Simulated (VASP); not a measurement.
# Al3Cu2 (P-3m1) in VASP: a series of runs, part 2 of 2

VASP 6.6.1.

### Step 3. Single point, PBEsol (volume scaled by 0.94, then relaxed in part)

Input file INCAR:

```
  PREC = Accurate
  ENCUT = 520
  EDIFF = 1E-6
  ISMEAR = 0
  SIGMA = 0.1
  LREAL = F
  LASPH = T
  NELM = 100
  ALGO = Fast
  ISIF = 2
  LWAVE = F
  LCHARG = F
  GGA = PS
  NBANDS = 24
```

Input file KPOINTS:

```
Automatic mesh
0
Gamma
  12 12 8
```

Input file POSCAR:

```
Al3Cu2
1.0
    4.0133123481      0.0000000000      0.0000000000
   -2.0066561741      3.4756304468      0.0000000000
    0.0000000000      0.0000000000      4.8843015045
Al Cu
3 2
Direct
    0.0000000000      0.0000000000      0.0000000000
    0.3333333333      0.6666666667      0.3524682562
    0.6666666667      0.3333333333      0.6475317438
    0.3333333333      0.6666666667      0.8431277589
    0.6666666667      0.3333333333      0.1568722411
```

Potentials or basis: VASP PAW PBE potentials, release 64 (Al, Cu).

Started as:

```console
$ cat potpaw_PBE.64/Al/POTCAR potpaw_PBE.64/Cu/POTCAR > POTCAR
$ mpirun -np 1 vasp_std > vasp.out
```

OUTCAR:

```text
PREC = Accurate
   ENCUT = 520
   EDIFF = 1E-6
   ISMEAR = 0
   LREAL = F
   LASPH = T
   NELM = 100
   ISIF = 2
   GGA = PS

 ion  position               nearest neighbor table
   1  0.000  0.000  0.000-   4 2.44   5 2.44   5 2.44   4 2.44   5 2.44   4 2.44   2 2.89   3 2.89
                             2 2.89   3 2.89   3 2.89   2 2.89
   2  0.333  0.667  0.352-   4 2.40   4 2.49   5 2.51   5 2.51   5 2.51   3 2.73   3 2.73   3 2.73
                             1 2.89   1 2.89   1 2.89
   3  0.667  0.333  0.648-   5 2.40   5 2.49   4 2.51   4 2.51   4 2.51   2 2.73   2 2.73   2 2.73
                             1 2.89   1 2.89   1 2.89
   4  0.333  0.667  0.843-   2 2.40   1 2.44   1 2.44   1 2.44   2 2.49   3 2.51   3 2.51   3 2.51
                             5 2.78   5 2.78   5 2.78
   5  0.667  0.333  0.157-   3 2.40   1 2.44   1 2.44   1 2.44   3 2.49   2 2.51   2 2.51   2 2.51
                             4 2.78   4 2.78   4 2.78

  LATTYP: Found a hexagonal cell.
 ALAT       =     4.0133123481
 C/A-ratio  =     1.2170250110

  Lattice vectors:

 A1 = (   4.0133123481,   0.0000000000,   0.0000000000)
 A2 = (  -2.0066561741,   3.4756304468,   0.0000000000)
 A3 = (   0.0000000000,   0.0000000000,   4.8843015045)

Analysis of symmetry for initial positions (statically):
=====================================================================
 Subroutine PRICEL returns:
 Original cell was already a primitive cell.

 Routine SETGRP: Setting up the symmetry group for a
 hexagonal supercell.

 Subroutine GETGRP returns: Found 12 space group operations
 (whereof 12 operations were pure point group operations)
 out of a pool of 24 trial point group operations.

The static configuration has the point symmetry D_3d.

Analysis of symmetry for dynamics (positions and initial velocities):
=====================================================================
 Subroutine PRICEL returns:
 Original cell was already a primitive cell.

 Routine SETGRP: Setting up the symmetry group for a
 hexagonal supercell.

 Subroutine GETGRP returns: Found 12 space group operations
 (whereof 12 operations were pure point group operations)
 out of a pool of 24 trial point group operations.

The dynamic configuration has the point symmetry D_3d.

 Subroutine INISYM returns: Found 12 space group operations
 (whereof 12 operations are pure point group operations),
 and found     1 'primitive' translations

----------------------------------------------------------------------------------------

                                     Primitive cell

  volume of cell :      68.1301

  direct lattice vectors                    reciprocal lattice vectors
     4.013312348  0.000000000  0.000000000     0.249170738  0.143858793  0.000000000
    -2.006656174  3.475630447  0.000000000     0.000000000  0.287717585  0.000000000
     0.000000000  0.000000000  4.884301504     0.000000000  0.000000000  0.204737566

  length of vectors
     4.013312348  4.013312348  4.884301504     0.287717585  0.287717585  0.204737566

  position of ions in fractional coordinates (direct lattice)
     0.000000000  0.000000000  0.000000000
     0.333333333  0.666666667  0.352468256
     0.666666667  0.333333333  0.647531744
     0.333333333  0.666666667  0.843127759
     0.666666667  0.333333333  0.156872241
[... 38 lines left out ...]
  0.083333  0.000000  0.000000      6.000000
  0.166667  0.000000  0.000000      6.000000
  0.250000  0.000000  0.000000      6.000000
  0.333333 -0.000000  0.000000      6.000000
  0.416667 -0.000000  0.000000      6.000000
[... 16 lines left out ...]
  0.166667  0.000000  0.125000      6.000000
  0.000000  0.166667  0.125000      6.000000
 [... further k-points ...]
   k-points           NKPTS =    131   k-points in BZ     NKDIM =    131   number of bands    NBANDS=     24
   number of dos      NEDOS =    301   number of ions     NIONS =      5
   total plane-waves  NPLWV =  32400
   dimension x,y,z NGX =    30 NGY =   30 NGZ =   36
   dimension x,y,z NGXF=    60 NGYF=   60 NGZF=   72
   ions per type =               3   2
   NGX,Y,Z   is equivalent  to a cutoff of  12.43, 12.43, 12.25 a.u.
   NGXF,Y,Z  is equivalent  to a cutoff of  24.85, 24.85, 24.51 a.u.
 SYSTEM =  unknown system
   PREC   = accura    normal or accurate (medium, high low for compatibility)
   ISTART =      0    job   : 0-new  1-cont  2-samecut
   ICHARG =      2    charge: 1-file 2-atom 10-const
   ISPIN  =      1    spin polarized calculation?
   LNONCOLLINEAR =      F non collinear calculations
   LSORBIT =      F    spin-orbit coupling
   LASPH  =      T    aspherical Exc in radial PAW
   ENCUT  =  520.0 eV  38.22 Ry    6.18 a.u.   7.46  7.46  9.08*2*pi/ulx,y,z
   NELM   =    100;   NELMIN=  2; NELMDL= -5     # of ELM steps
   EDIFF  = 0.1E-05   stopping-criterion for ELM
   LREAL  =      F    real-space projection
   EDIFFG = 0.1E-04   stopping-criterion for IOM
   NSW    =      0    number of steps for IOM
   IBRION =     -1    ionic relax: 0-MD 1-quasi-New 2-CG
   NFREE  =      0    steps in history (QN), initial steepest desc. (CG)
   ISIF   =      2    stress and relaxation
   ISYM   =      2    0-nonsym 1-usesym 2-fastsym
   POTIM  = 0.5000    time-step for ionic-motion
   TEBEG  =    0.0;   TEEND  =   0.0 temperature during run
   PSTRESS=    0.0 pullay stress
   NELECT =      31.0000    total number of electrons
   NUPDOWN=      -1.0000    fix difference up-down
   EMIN   =  10.00;   EMAX   =-10.00  energy-range for DOS
   EFERMI =   0.00;   METHOD = LEGACY
   ISMEAR =     0;   SIGMA  =   0.10  broadening in eV -4-tet -1-fermi 0-gaus
   EFERMI_NEDOS =   21; number of points for ismear=-14 and -15
   IALGO  =     68    algorithm
   IMIX   =      4    mixing-type and parameters
     AMIX     =   0.40;   BMIX     =  1.00
     AMIX_MAG =   1.60;   BMIX_MAG =  1.00
  volume/ion in A,a.u.               =      13.63        91.95
  Fermi-wavevector in a.u.,A,eV,Ry     =   1.259164  2.379475 21.571964  1.585495
  Thomas-Fermi vector in A             =   2.392738
   LORBIT       =      0    0 simple, 1 ext, 2 COOP (PROOUT), +10 PAW based schemes
   GGA     = PS    functional components
   LHFCALC =     F    Hartree Fock is set to
   AEXX    =    0.0000 exact exchange contribution
   IVDW    =     0    specifies the selected vdW correction
   LEPSILON=     F    determine dielectric tensor
   LRPA    =     F    only Hartree local field effects (RPA)
 non-spin polarized calculation
 RMM-DIIS sequential band-by-band and
 Gauss-broadening in eV      SIGMA  =   0.10
  energy-cutoff  :      520.00
  volume of cell :       68.13
 maximum number of plane-waves:      1861
 NGX is ok and might be reduce to    30
   NGX = 15   NGY = 15   NGZ = 19

 number of electron      31.0000030 magnetization

 Free energy of the ion-electron system (eV)
  ---------------------------------------------------
  ext. energy  EPLUGINS =         0.00000000
  ---------------------------------------------------
  free energy    TOTEN  =       -21.60644152 eV

  energy without entropy =      -21.60056082  energy(sigma->0) =      -21.60350117

 E-fermi :   9.0480     XC(G=0): -11.3419

 val. band max:        9.0469828809   @ k =  -0.0833   0.5000   0.2500
 cond. band min:       9.0770120916   @ k =   0.3333   0.0833   0.0000
 fundamental gap:      0.0300292107
 Fermi energy:         9.0480238647

 k-point     1 :       0.0000    0.0000    0.0000
  band No.  band energies     occupation
      1      -2.7021      2.00000
      2       2.2774      2.00000
      3       2.8464      2.00000
      4       3.3412      2.00000
      5       3.3412      2.00000
      6       3.7088      2.00000
[... 637 lines left out ...]
     23      14.8600      0.00000
     24      15.1813      0.00000

 [... further k-points ...]

------------------------ aborting loop because EDIFF is reached ----------------------------------------

  FORCE on cell =-STRESS in cart. coord.  units (eV):
  Direction    XX          YY          ZZ          XY          YZ          ZX
  --------------------------------------------------------------------------------------
  -------------------------------------------------------------------------------------
  Total        2.7275372      2.7275372      2.7209462     -0.0000000     -0.0000000      0.0000000
  in kB       64.1419623     64.1419623     63.9869667     -0.0000000     -0.0000000      0.0000000
  external PRESSURE =      64.0902971 kB  Pullay stress =       0.0000000 kB

 VOLUME and BASIS-vectors are now :
 -----------------------------------------------------------------------------
  energy-cutoff  :      520.00
  volume of cell :       68.13
      direct lattice vectors                 reciprocal lattice vectors
     4.013312348  0.000000000  0.000000000     0.249170738  0.143858793  0.000000000
    -2.006656174  3.475630447  0.000000000     0.000000000  0.287717585  0.000000000
     0.000000000  0.000000000  4.884301504     0.000000000  0.000000000  0.204737566

 POSITION                                       TOTAL-FORCE (eV/Angst)
 -----------------------------------------------------------------------------------
      0.00000      0.00000      0.00000        -0.000000      0.000000      0.000000
     -0.00000      2.31709      1.72156        -0.000000      0.000000      0.001985
      2.00666      1.15854      3.16274        -0.000000     -0.000000     -0.001985
     -0.00000      2.31709      4.11809        -0.000000      0.000000     -0.000153
      2.00666      1.15854      0.76621         0.000000      0.000000      0.000153
 -----------------------------------------------------------------------------------
    total drift:                               -0.000000      0.000000     -0.000000

  FREE ENERGIE OF THE ION-ELECTRON SYSTEM (eV)
  ---------------------------------------------------
  free  energy   TOTEN  =       -21.6064415208 eV

  energy  without entropy=      -21.6005608224  energy(sigma->0) =      -21.60350117
```

OSZICAR:

```text
N       E                     dE             d eps       ncg     rms          rms(c)
DAV:   1     0.176456093816E+03    0.17646E+03   -0.12323E+04  6296   0.151E+03
DAV:   2    -0.155441343298E+02   -0.19200E+03   -0.17855E+03  6312   0.291E+02
[... 11 lines left out ...]
RMM:  14    -0.216068838421E+02   -0.52952E-04   -0.48969E-04  8648   0.138E-01    0.160E-01
RMM:  15    -0.216066583952E+02    0.22545E-03   -0.13754E-04  7757   0.118E-01    0.126E-01
RMM:  16    -0.216064293209E+02    0.22907E-03   -0.37871E-04  8044   0.233E-01    0.604E-02
RMM:  17    -0.216064361243E+02   -0.68034E-05   -0.56623E-05  8017   0.467E-02    0.632E-02
RMM:  18    -0.216064406161E+02   -0.44919E-05   -0.92505E-06  7567   0.252E-02    0.657E-02
RMM:  19    -0.216064415208E+02   -0.90464E-06   -0.14159E-06  4799   0.103E-02
   1 F= -.21606442E+02 E0= -.21603501E+02  d E =-.588070E-02
```

It took 3 min on 1 thread of Intel Xeon 6975P-C (Granite Rapids), shared host; peak memory 0.3 GiB.

Results:

```yaml
Free_energy: -21.6064 eV
Pressure: 6.4 GPa
```

Levels at points of the mesh, in eV from the Fermi level:
| k point | band 11 | band 12 | band 13 | band 14 | band 15 | band 16 | band 17 | band 18 | band 19 | band 20 |
| --- | --- | --- | --- | --- | --- | --- | --- | --- | --- | --- |
| (0.00, 0.00, 0.00) | -4.36 | -3.85 | -3.83 | -0.26 | -0.26 | 1.38 | 1.38 | 2.84 | 3.12 | 5.59 |
| (0.50, 0.00, 0.00) | -4.51 | -4.31 | -3.24 | -3.17 | -2.72 | -0.73 | 0.10 | 0.34 | 3.12 | 3.89 |
| (0.00, 0.00, 0.50) | -4.40 | -4.40 | 1.22 | 1.22 | 1.27 | 1.27 | 1.75 | 2.57 | 2.57 | 2.63 |
| (0.50, 0.00, 0.50) | -4.53 | -4.43 | -4.35 | -3.68 | -1.89 | -0.20 | 0.76 | 1.11 | 5.25 | 5.61 |

Caveat: the PAW data sets were made with another functional, which shifts forces and pressure a little.

### Step 4. Single point, PBEsol (volume scaled by 0.97, then relaxed in part)

Input file INCAR:

```
SYSTEM = Al3Cu2
PREC = Accurate
ENCUT = 520
EDIFF = 1E-6
ISMEAR = 0
SIGMA = 0.1
LREAL = .False.
LASPH = .True.
NELM = 100
ALGO = Fast
ISIF = 2
LWAVE = .False.
LCHARG = .True.
GGA = PS
LELF = .True.
LVHAR = .True.
NBANDS = 24
```

Input file KPOINTS:

```
regular mesh
0
Gamma
  12 12 8
  0 0 0
```

Input file POSCAR:

```
Al3Cu2
1.0
    4.0564875151      0.0000000000      0.0000000000
   -2.0282437575      3.5130212382      0.0000000000
    0.0000000000      0.0000000000      4.9334641969
Al Cu
3 2
Direct
    0.0000000000      0.0000000000      0.0000000000
    0.3333333333      0.6666666667      0.3517862773
    0.6666666667      0.3333333333      0.6482137227
    0.3333333333      0.6666666667      0.8424773763
    0.6666666667      0.3333333333      0.1575226237
```

Started as:

```console
$ cat potpaw_PBE.64/Al/POTCAR potpaw_PBE.64/Cu/POTCAR > POTCAR
$ mpirun -np 1 vasp_std > vasp.out
```

Wall time 3.6 min (1 thread of Intel Xeon 6975P-C (Granite Rapids), shared host); peak memory 0.31 GiB.

The run converged. Its results:

| Item | Value |
| --- | --- |
| Free energy | -21.6902 eV |
| Pressure | 4.0 GPa |
| Largest force | 0.008 eV/Å |

Forces in eV/Å, atoms in the order of the input:
```
Al   0.000  0.000  0.000
Al   0.000  0.000  0.008
Al   0.000  0.000 -0.008
Cu   0.000  0.000  0.004
Cu   0.000  0.000 -0.004
```

Levels at points of the mesh, in eV from the Fermi level:
```csv
k point,band 11,band 12,band 13,band 14,band 15,band 16,band 17,band 18,band 19,band 20
"(0.00, 0.00, 0.00)",-4.25,-3.76,-3.73,-0.23,-0.23,1.35,1.35,2.66,2.99,5.46
"(0.50, 0.00, 0.00)",-4.39,-4.21,-3.15,-3.07,-2.65,-0.74,0.01,0.35,3.08,3.84
"(0.00, 0.00, 0.50)",-4.29,-4.29,1.20,1.20,1.29,1.29,1.78,2.48,2.48,2.55
"(0.50, 0.00, 0.50)",-4.42,-4.32,-4.24,-3.60,-1.83,-0.19,0.74,1.02,5.19,5.47
```

Caveat: the PAW data sets were made with another functional, which shifts forces and pressure a little.

### Step 5. Single point, PBEsol (equal strain along all axes, cell held: -3.0 %, then relaxed in part)

Input file INCAR:

```
SYSTEM = Al3Cu2
ALGO = Fast ; EDIFF = 1E-7
ENCUT = 520 ; GGA = PS
ISIF = 2 ; ISMEAR = 0
LASPH = .TRUE. ; LCHARG = .TRUE.
LELF = .TRUE. ; LREAL = .FALSE.
LVHAR = .TRUE. ; LWAVE = .FALSE.
NBANDS = 24 ; NELM = 100
PREC = Accurate ; SIGMA = 0.1
```

Input file KPOINTS:

```
k-points
0
G
  12 12 8
  0 0 0
```

Input file POSCAR:

```
Al3Cu2
1.0
    3.9756280334      0.0000000000      0.0000000000
   -1.9878140167      3.4429948729      0.0000000000
    0.0000000000      0.0000000000      4.8326378172
Al Cu
3 2
Direct
    0.0000000000      0.0000000000      0.0000000000
    0.3333333333      0.6666666667      0.3530017094
    0.6666666667      0.3333333333      0.6469982906
    0.3333333333      0.6666666667      0.8437848910
    0.6666666667      0.3333333333      0.1562151090
```

Started as:

```console
$ cat potpaw_PBE.64/Al/POTCAR potpaw_PBE.64/Cu/POTCAR > POTCAR
$ mpirun -np 1 vasp_std > vasp.out
```

Wall time 3.7 min (1 thread of Intel Xeon Platinum 8375C at 2.90GHz (Ice Lake), shared host); peak memory 0.3 GiB.

Results (log left out):

```
Free energy   : -21.4736 eV
Pressure      : 13.1 GPa
Largest force : 0.004 eV/Å
```

Forces on the atoms (eV/Å):
```
Al   0.000  0.000  0.000
Al   0.000  0.000  0.003
Al   0.000  0.000 -0.003
Cu   0.000  0.000 -0.004
Cu   0.000  0.000  0.004
```

Stress tensor (GPa, compression positive):
```
12.96  0.00  0.00
 0.00 12.96  0.00
 0.00  0.00 13.40
```

Levels at points of the mesh, in eV from the Fermi level:
```csv
k point,band 12,band 13,band 14,band 15,band 16,band 17,band 18,band 19
"(0.00, 0.00, 0.00)",-3.94,-3.93,-0.30,-0.30,1.39,1.39,2.99,3.23
"(0.50, 0.00, 0.00)",-4.43,-3.34,-3.25,-2.79,-0.71,0.19,0.32,3.17
"(0.00, 0.00, 0.50)",-4.53,1.22,1.22,1.24,1.24,1.74,2.64,2.64
"(0.50, 0.00, 0.50)",-4.56,-4.46,-3.76,-1.96,-0.21,0.76,1.18,5.32
```

Caveat: the cell differs from its parent crystal (equal strain along all axes, cell held: -3.0 %, then relaxed in part); the PAW data sets were made with another functional, which shifts forces and pressure a little.

### Step 6. Summary

```tsv
cell	k mesh	further INCAR settings	gap on the mesh (eV)	pressure (GPa)	largest force (eV/Å)
a = 4.092, b = 4.092, c = 4.993 Å, angles 90.0, 90.0, 120.0°, 5 atoms	6 × 6 × 4	ALGO = Fast; EDIFF = 1e-06; NBANDS = 24	none	0.7	0.07
a = 4.013, b = 4.013, c = 4.884 Å, angles 90.0, 90.0, 120.0°, 5 atoms	12 × 12 × 8	ALGO = Fast; EDIFF = 1e-06; NBANDS = 24	none	6.4	-
a = 4.056, b = 4.056, c = 4.933 Å, angles 90.0, 90.0, 120.0°, 5 atoms	12 × 12 × 8	ALGO = Fast; EDIFF = 1e-06; NBANDS = 24	none	4.0	0.01
a = 3.976, b = 3.976, c = 4.833 Å, angles 90.0, 90.0, 120.0°, 5 atoms	12 × 12 × 8	ALGO = Fast; EDIFF = 1e-07; NBANDS = 24	none	13.1	-
```

Alike in all rows: task single point; level PBEsol; potentials or basis VASP PAW PBE potentials, release 64 (Al, Cu); no spin polarisation; cutoff (eV) 520; smearing gaussian 0.1 eV.

Caveats: the PAW data sets were made with another functional, which shifts forces and pressure a little.

Absolute energies hang on the potentials; compare differences alone.
